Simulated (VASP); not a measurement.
# Mo (P6/mmm) in VASP: notebook

The runs below take Mo through single point, with PBE.

Everything below comes from runs of VASP 6.6.1. Logs are shortened: lines on timing, memory, paths and dates and some standing lists are left out, and cuts for length are marked.

## 1. The cell of the first run

It takes space group P6/mmm (No. 191, hexagonal). Conventional cell: a = 4.490 Å, b = 4.490 Å, c = 2.494 Å, α = 90.00°, β = 90.00°, γ = 120.00°. Within 3.3 Å of Mo (site symmetry 6/mmm) lie 14 Mo at 2.49 to 2.88 Å. Within 3.3 Å of Mo (site symmetry -6m2) lie 11 Mo at 2.49 to 2.88 Å.

## 2. Single point, PBE

Input file INCAR:

```
  PREC = Accurate
  ENCUT = 520
  EDIFF = 1E-6
  ISMEAR = -1
  SIGMA = 0.05
  LREAL = F
  LASPH = T
  NELM = 80
  ALGO = Normal
  ISIF = 2
  LWAVE = F
  LCHARG = F
  GGA = PE
  NBANDS = 28
```

Input file KPOINTS:

```
regular mesh
0
Gamma
  9 9 12
```

Input file POSCAR:

```
Mo
1.0
    4.4897373283      0.0000000000      0.0000000000
   -2.2448686641      3.8882265826      0.0000000000
    0.0000000000      0.0000000000      2.4937519791
Mo
3
Direct
    0.0000000000      0.0000000000      0.0000000000
    0.3333333333      0.6666666667      0.5000000000
    0.6666666667      0.3333333333      0.5000000000
```

Potentials or basis: VASP PAW PBE potentials, release 64 (Mo_sv).

The run is started by

```
$ cat potpaw_PBE.64/Mo_sv/POTCAR > POTCAR
$ mpirun -np 1 vasp_std > vasp.out
```

OUTCAR:

```text
PREC = Accurate
   ENCUT = 520
   EDIFF = 1E-6
   ISMEAR = -1
   LREAL = F
   LASPH = T
   NELM = 80
   ISIF = 2
   GGA = PE

 ion  position               nearest neighbor table
   1  0.000  0.000  0.000-   2 2.88   3 2.88   2 2.88   3 2.88   2 2.88   2 2.88   3 2.88   3 2.88
                             3 2.88   3 2.88   2 2.88   2 2.88
   2  0.333  0.667  0.500-   3 2.59   3 2.59   3 2.59   1 2.88   1 2.88   1 2.88   1 2.88   1 2.88
                             1 2.88
   3  0.667  0.333  0.500-   2 2.59   2 2.59   2 2.59   1 2.88   1 2.88   1 2.88   1 2.88   1 2.88
                             1 2.88

  LATTYP: Found a hexagonal cell.
 ALAT       =     4.4897373283
 C/A-ratio  =     0.5554338254

  Lattice vectors:

 A1 = (   4.4897373283,   0.0000000000,   0.0000000000)
 A2 = (  -2.2448686641,   3.8882265826,   0.0000000000)
 A3 = (   0.0000000000,   0.0000000000,   2.4937519791)

Analysis of symmetry for initial positions (statically):
=====================================================================
 Subroutine PRICEL returns:
 Original cell was already a primitive cell.

 Routine SETGRP: Setting up the symmetry group for a
 hexagonal supercell.

 Subroutine GETGRP returns: Found 24 space group operations
 (whereof 24 operations were pure point group operations)
 out of a pool of 24 trial point group operations.

The static configuration has the point symmetry D_6h.

Analysis of symmetry for dynamics (positions and initial velocities):
=====================================================================
 Subroutine PRICEL returns:
 Original cell was already a primitive cell.

 Routine SETGRP: Setting up the symmetry group for a
 hexagonal supercell.

 Subroutine GETGRP returns: Found 24 space group operations
 (whereof 24 operations were pure point group operations)
 out of a pool of 24 trial point group operations.

The dynamic configuration has the point symmetry D_6h.

 Subroutine INISYM returns: Found 24 space group operations
 (whereof 24 operations are pure point group operations),
 and found     1 'primitive' translations

----------------------------------------------------------------------------------------

                                     Primitive cell

  volume of cell :      43.5337

  direct lattice vectors                    reciprocal lattice vectors
     4.489737328  0.000000000  0.000000000     0.222730179  0.128593329  0.000000000
    -2.244868664  3.888226583  0.000000000     0.000000000  0.257186658  0.000000000
     0.000000000  0.000000000  2.493751979     0.000000000  0.000000000  0.401002188

  length of vectors
     4.489737328  4.489737328  2.493751979     0.257186658  0.257186658  0.401002188

  position of ions in fractional coordinates (direct lattice)
     0.000000000  0.000000000  0.000000000
     0.333333333  0.666666667  0.500000000
     0.666666667  0.333333333  0.500000000

  ion indices of the primitive-cell ions
   primitive index   ion index
                 1           1
                 2           2
                 3           3

----------------------------------------------------------------------------------------

 KPOINTS: regular mesh

Automatic generation of k-mesh.
 Grid dimensions read from file:
 generate k-points for:    9    9   12

 Generating k-lattice:

  Cartesian coordinates                     Fractional coordinates (reciprocal lattice)
     0.024747798  0.014288148  0.000000000     0.111111111  0.000000000  0.000000000
     0.000000000  0.028576295  0.000000000     0.000000000  0.111111111  0.000000000
     0.000000000  0.000000000  0.033416849     0.000000000  0.000000000  0.083333333

  Length of vectors
     0.028576295  0.028576295  0.033416849

  Shift w.r.t. Gamma in fractional coordinates (k-lattice)
     0.000000000  0.000000000  0.000000000

 Subroutine IBZKPT returns following result:
 ===========================================

 Found     84 irreducible k-points:

 Following reciprocal coordinates:
            Coordinates               Weight
  0.000000  0.000000  0.000000      1.000000
  0.111111 -0.000000  0.000000      6.000000
  0.222222 -0.000000  0.000000      6.000000
  0.333333  0.000000  0.000000      6.000000
  0.444444 -0.000000  0.000000      6.000000
  0.111111  0.111111  0.000000      6.000000
[... 16 lines left out ...]
  0.333333  0.222222  0.083333     24.000000
  0.333333  0.333333  0.083333      4.000000
 [... further k-points ...]
   k-points           NKPTS =     84   k-points in BZ     NKDIM =     84   number of bands    NBANDS=     28
   number of dos      NEDOS =    301   number of ions     NIONS =      3
   total plane-waves  NPLWV =  25920
   dimension x,y,z NGX =    36 NGY =   36 NGZ =   20
   dimension x,y,z NGXF=    72 NGYF=   72 NGZF=   40
   ions per type =               3
   NGX,Y,Z   is equivalent  to a cutoff of  13.33, 13.33, 13.33 a.u.
   NGXF,Y,Z  is equivalent  to a cutoff of  26.66, 26.66, 26.67 a.u.
 SYSTEM =  unknown system
   PREC   = accura    normal or accurate (medium, high low for compatibility)
   ISTART =      0    job   : 0-new  1-cont  2-samecut
   ICHARG =      2    charge: 1-file 2-atom 10-const
   ISPIN  =      1    spin polarized calculation?
   LNONCOLLINEAR =      F non collinear calculations
   LSORBIT =      F    spin-orbit coupling
   LASPH  =      T    aspherical Exc in radial PAW
   ENCUT  =  520.0 eV  38.22 Ry    6.18 a.u.   8.35  8.35  4.64*2*pi/ulx,y,z
   NELM   =     80;   NELMIN=  2; NELMDL= -5     # of ELM steps
   EDIFF  = 0.1E-05   stopping-criterion for ELM
   LREAL  =      F    real-space projection
   EDIFFG = 0.1E-04   stopping-criterion for IOM
   NSW    =      0    number of steps for IOM
   IBRION =     -1    ionic relax: 0-MD 1-quasi-New 2-CG
   NFREE  =      0    steps in history (QN), initial steepest desc. (CG)
   ISIF   =      2    stress and relaxation
   ISYM   =      2    0-nonsym 1-usesym 2-fastsym
   POTIM  = 0.5000    time-step for ionic-motion
   TEBEG  =    0.0;   TEEND  =   0.0 temperature during run
   PSTRESS=    0.0 pullay stress
   NELECT =      42.0000    total number of electrons
   NUPDOWN=      -1.0000    fix difference up-down
   EMIN   =  10.00;   EMAX   =-10.00  energy-range for DOS
   EFERMI =   0.00;   METHOD = LEGACY
   ISMEAR =    -1;   SIGMA  =   0.05  broadening in eV -4-tet -1-fermi 0-gaus
   EFERMI_NEDOS =   21; number of points for ismear=-14 and -15
   IALGO  =     38    algorithm
   IMIX   =      4    mixing-type and parameters
     AMIX     =   0.40;   BMIX     =  1.00
     AMIX_MAG =   1.60;   BMIX_MAG =  1.00
  volume/ion in A,a.u.               =      14.51        97.93
  Fermi-wavevector in a.u.,A,eV,Ry     =   1.617643  3.056902 35.603301  2.616769
  Thomas-Fermi vector in A             =   2.712035
   LORBIT       =      0    0 simple, 1 ext, 2 COOP (PROOUT), +10 PAW based schemes
   GGA     = PE    functional components
   LHFCALC =     F    Hartree Fock is set to
   AEXX    =    0.0000 exact exchange contribution
   IVDW    =     0    specifies the selected vdW correction
   LEPSILON=     F    determine dielectric tensor
   LRPA    =     F    only Hartree local field effects (RPA)
 non-spin polarized calculation
  energy-cutoff  :      520.00
  volume of cell :       43.53
 maximum number of plane-waves:      1209
 NGX is ok and might be reduce to    36
   NGX = 17   NGY = 17   NGZ =  9

 number of electron      42.0000005 magnetization

 Free energy of the ion-electron system (eV)
  ---------------------------------------------------
  ext. energy  EPLUGINS =         0.00000000
  ---------------------------------------------------
  free energy    TOTEN  =       -31.15468554 eV

  energy without entropy =      -31.12056846  energy(sigma->0) =      -31.13762700

 E-fermi :  13.5676     XC(G=0): -13.7842

 val. band max:       13.5504293460   @ k =   0.1111   0.1111   0.4167
 cond. band min:      13.5694926604   @ k =   0.3333   0.3333   0.5000
 fundamental gap:      0.0190633144
 Fermi energy:        13.5676139212

 k-point     1 :       0.0000    0.0000    0.0000
  band No.  band energies     occupation
      1     -47.4316      2.00000
      2     -47.1638      2.00000
      3     -46.9767      2.00000
      4     -21.7761      2.00000
      5     -21.7761      2.00000
      6     -21.6288      2.00000
[... 20 lines left out ...]
     27      18.4693      0.00000
     28      18.4693      0.00000

 k-point     2 :       0.1111   -0.0000    0.0000
  band No.  band energies     occupation
      1     -47.4212      2.00000
      2     -47.1664      2.00000
      3     -46.9852      2.00000
      4     -21.8896      2.00000
      5     -21.8569      2.00000
      6     -21.5016      2.00000
[... 20 lines left out ...]
     27      18.2186      0.00000
     28      18.4297      0.00000

 k-point     3 :       0.2222   -0.0000    0.0000
  band No.  band energies     occupation
      1     -47.3925      2.00000
      2     -47.1730      2.00000
      3     -47.0089      2.00000
      4     -22.0270      2.00000
      5     -21.8914      2.00000
      6     -21.3254      2.00000
[... 20 lines left out ...]
     27      17.5867      0.00000
     28      18.3087      0.00000

 k-point     4 :       0.3333    0.0000    0.0000
  band No.  band energies     occupation
      1     -47.3544      2.00000
      2     -47.1803      2.00000
      3     -47.0416      2.00000
      4     -22.1282      2.00000
      5     -21.8186      2.00000
      6     -21.1875      2.00000
[... 20 lines left out ...]
     27      17.1897      0.00000
     28      18.1010      0.00000

 k-point     5 :       0.4444   -0.0000    0.0000
  band No.  band energies     occupation
      1     -47.3242      2.00000
      2     -47.1847      2.00000
      3     -47.0685      2.00000
      4     -22.1814      2.00000
      5     -21.6438      2.00000
      6     -21.3980      2.00000
[... 20 lines left out ...]
     27      17.4017      0.00000
     28      17.5322      0.00000

 k-point     6 :       0.1111    0.1111    0.0000
  band No.  band energies     occupation
      1     -47.4016      2.00000
      2     -47.1709      2.00000
      3     -47.0014      2.00000
      4     -21.9634      2.00000
      5     -21.9261      2.00000
      6     -21.3540      2.00000
[... 463 lines left out ...]
      5     -21.5818      2.00000
      6     -21.5307      2.00000
[... 20 lines left out ...]
     27      17.3479      0.00000
     28      17.7143      0.00000

 k-point    22 :       0.2222    0.2222    0.0833
  band No.  band energies     occupation
      1     -47.3167      2.00000
      2     -47.1572      2.00000
      3     -47.0441      2.00000
      4     -21.9938      2.00000
      5     -21.8932      2.00000
      6     -21.2964      2.00000
[... 20 lines left out ...]
     27      17.1984      0.00000
     28      17.7207      0.00000

 k-point    23 :       0.3333    0.2222    0.0833
  band No.  band energies     occupation
      1     -47.2966      2.00000
      2     -47.1452      2.00000
      3     -47.0771      2.00000
      4     -21.9958      2.00000
      5     -21.7635      2.00000
      6     -21.5258      2.00000
[... 20 lines left out ...]
     27      17.3686      0.00000
     28      17.5487      0.00000

 k-point    24 :       0.3333    0.3333    0.0833
  band No.  band energies     occupation
      1     -47.2913      2.00000
      2     -47.1140      2.00000
      3     -47.1140      2.00000
      4     -21.8957      2.00000
      5     -21.7199      2.00000
      6     -21.7199      2.00000
[... 20 lines left out ...]
     27      17.0475      0.00000
     28      17.5845      0.00000

 [... further k-points ...]
[... 5 lines left out ...]
  --------------------------------------------------------------------------------------
  -------------------------------------------------------------------------------------
  Total        8.6123813      8.6123813      8.7024785      0.0000000      0.0000000      0.0000000
  in kB      316.9626411    316.9626411    320.2784996      0.0000000      0.0000000      0.0000000
  external PRESSURE =     318.0679273 kB  Pullay stress =       0.0000000 kB

 VOLUME and BASIS-vectors are now :
 -----------------------------------------------------------------------------
  energy-cutoff  :      520.00
  volume of cell :       43.53
      direct lattice vectors                 reciprocal lattice vectors
     4.489737328  0.000000000  0.000000000     0.222730179  0.128593329  0.000000000
    -2.244868664  3.888226583  0.000000000     0.000000000  0.257186658  0.000000000
     0.000000000  0.000000000  2.493751979     0.000000000  0.000000000  0.401002188

 POSITION                                       TOTAL-FORCE (eV/Angst)
 -----------------------------------------------------------------------------------
      0.00000      0.00000      0.00000         0.000000      0.000000      0.000000
     -0.00000      2.59215      1.24688        -0.000000      0.000000     -0.000000
      2.24487      1.29608      1.24688         0.000000      0.000000      0.000000
 -----------------------------------------------------------------------------------
    total drift:                                0.000000      0.000000     -0.000000

  FREE ENERGIE OF THE ION-ELECTRON SYSTEM (eV)
  ---------------------------------------------------
  free  energy   TOTEN  =       -31.1546855359 eV

  energy  without entropy=      -31.1205684576  energy(sigma->0) =      -31.13762700
```

It took 44 s on 1 thread of Intel Xeon Platinum 8488C (Sapphire Rapids), shared host; peak memory 0.21 GiB.

What came out:

* Free energy: -31.1547 eV
* Pressure: 31.8 GPa
* Band gap on the k mesh: zero (band 21 reaches 14.40 eV, above the bottom of band 22 at 12.99 eV)

Levels at points of the mesh, in eV from the Fermi level:
| k point | band 18 | band 19 | band 20 | band 21 | band 22 | band 23 | band 24 | band 25 |
| --- | --- | --- | --- | --- | --- | --- | --- | --- |
| (0.00, 0.00, 0.00) | -2.26 | -2.21 | -2.21 | -0.58 | -0.58 | 1.85 | 1.85 | 1.92 |
| (0.00, 0.00, 0.50) | -1.45 | -1.24 | -1.24 | 0.16 | 0.16 | 2.83 | 2.83 | 3.64 |

## 3. Single point, PBE

Input file INCAR:

```
PREC = Accurate ; ENCUT = 520
EDIFF = 1E-7 ; ISMEAR = -1
SIGMA = 0.05 ; LREAL = F
LASPH = T ; NELM = 100
ALGO = Normal ; ISIF = 2
LWAVE = F ; LCHARG = F
GGA = PE ; NBANDS = 28
```

KPOINTS is that of step 2.

Input file POSCAR:

```
Mo
1.0
    4.4897547688      0.0000000000      0.0000000000
   -2.2448773844      3.8882416865      0.0000000000
    0.0000000000      0.0000000000      2.4934418121
Mo
3
Direct
    0.0000000000      0.0000000000      0.0000000000
    0.3333333333      0.6666666667      0.5000000000
    0.6666666667      0.3333333333      0.5000000000
```

Potentials or basis: VASP PAW PBE potentials, release 64 (Mo_sv).

The run is started by

```
$ cat potpaw_PBE.64/Mo_sv/POTCAR > POTCAR
$ mpirun -np 1 vasp_std > vasp.out
```

Run time: 49 s. Hardware: 1 thread of Intel Xeon Platinum 8488C (Sapphire Rapids), shared host; peak memory 0.21 GiB.

The run converged. Its results:

| Property | Result |
| --- | --- |
| Free energy | -31.1537 eV |
| Pressure | 31.9 GPa |
| Band gap on the k mesh | zero (band 21 reaches 14.40 eV, above the bottom of band 22 at 12.99 eV) |

Stress tensor (GPa, compression positive):
```
31.72  0.00  0.00
 0.00 31.72  0.00
 0.00  0.00 32.12
```

Levels at points of the mesh, in eV from the Fermi level:
```
           k point  band 19  band 20  band 21  band 22  band 23  band 24
(0.00, 0.00, 0.00)    -2.21    -2.21    -0.58    -0.58     1.85     1.85
(0.00, 0.00, 0.50)    -1.24    -1.24     0.16     0.16     2.83     2.83
```
